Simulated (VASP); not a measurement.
Crystal: AgCl.

```
CELL_PARAMETERS angstrom
0.00000 2.78864 2.78864
2.78864 0.00000 2.78864
2.78864 2.78864 0.00000
ATOMIC_POSITIONS crystal
Ag 0.00000 0.00000 0.00000
Cl 0.50000 0.50000 0.50000
```

Program: VASP 6.6.1. Alike in all runs: task single point; no spin polarisation; cell as given; k mesh 8 × 8 × 8; cutoff (eV) 520; smearing fermi-dirac 0.05 eV.

Q: Order these runs on this cell by their pressure, lowest first.
A. level PBEsol; potentials or basis VASP PAW PBE potentials, release 64 (Ag, Cl)
B. level r2SCAN; potentials or basis VASP PAW PBE potentials, release 64 (Ag, Cl)
C. level LDA; potentials or basis VASP PAW LDA potentials, release 64 (Ag, Cl)

A: C (-6.2 GPa), A (-3.4 GPa), B (-0.9 GPa).

Caveats: the cell stands under tension (at least some runs); the PAW data sets were made with another functional, which shifts forces and pressure a little (at least some runs).
